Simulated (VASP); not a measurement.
Wanted: the native input for a VASP 6.6.1 run.

* Task: relaxation of cell and atoms
* Functional: PBE
* Potentials or basis: VASP PAW PBE potentials, release 64 (Ti_sv, C)
* Cutoff: 600 eV
* k mesh: 11 × 11 × 11
* Occupations: fermi-dirac, width 0.05 eV
* Spin: no spin polarisation
* Dipole correction: no
* Further INCAR settings: ALGO = Normal; EDIFF = 1e-06; IBRION = 2; EDIFFG = -0.005; NSW = 80; ISIF = 3

The structure of TiC lies in POSCAR:

```
TiC
1.0
    0.0000000000      2.1657188437      2.1657188437
    2.1657188437      0.0000000000      2.1657188437
    2.1657188437      2.1657188437      0.0000000000
Ti C
1 1
Direct
    0.0000000000      0.0000000000      0.0000000000
    0.5000000000      0.5000000000      0.5000000000
```

The input as run:

INCAR

```
SYSTEM = TiC
ALGO = Normal ; EDIFF = 1E-6
EDIFFG = -0.005 ; ENCUT = 600
GGA = PE ; IBRION = 2
ISIF = 3 ; ISMEAR = -1
LASPH = .TRUE. ; LCHARG = .FALSE.
LREAL = .FALSE. ; LWAVE = .FALSE.
NELM = 60 ; NSW = 80
PREC = Accurate ; SIGMA = 0.05
```

KPOINTS

```
k-points
0
G
  11 11 11
  0 0 0
```

Potentials or basis: VASP PAW PBE potentials, release 64 (Ti_sv, C).

Launch:

```console
$ cat potpaw_PBE.64/Ti_sv/POTCAR potpaw_PBE.64/C/POTCAR > POTCAR
$ mpirun -np 1 vasp_std > vasp.out
```

It gave:

```yaml
Relaxed_volume: 10.17 Å³/atom
Relaxed_cell: a = 3.064 Å, b = 3.064 Å, c = 3.064 Å, α = 60.00°, β = 60.00°, γ = 60.00°
Space_group_after_relaxing_to_0.05_Å: Fm-3m (No. 225)
Energy_gained_by_relaxing: 0.0 meV/atom
Ionic_steps: 3
Pressure_after_relaxing: 0.0 GPa
Band_gap_on_the_k_mesh: zero (band 8 reaches 10.09 eV, above the bottom of band 9 at 8.98 eV)
```

Wall time 36 s on 1 thread of AMD EPYC 7R43 64-Core Processor (Zen 3) (shared host), peak memory 0.12 GiB.
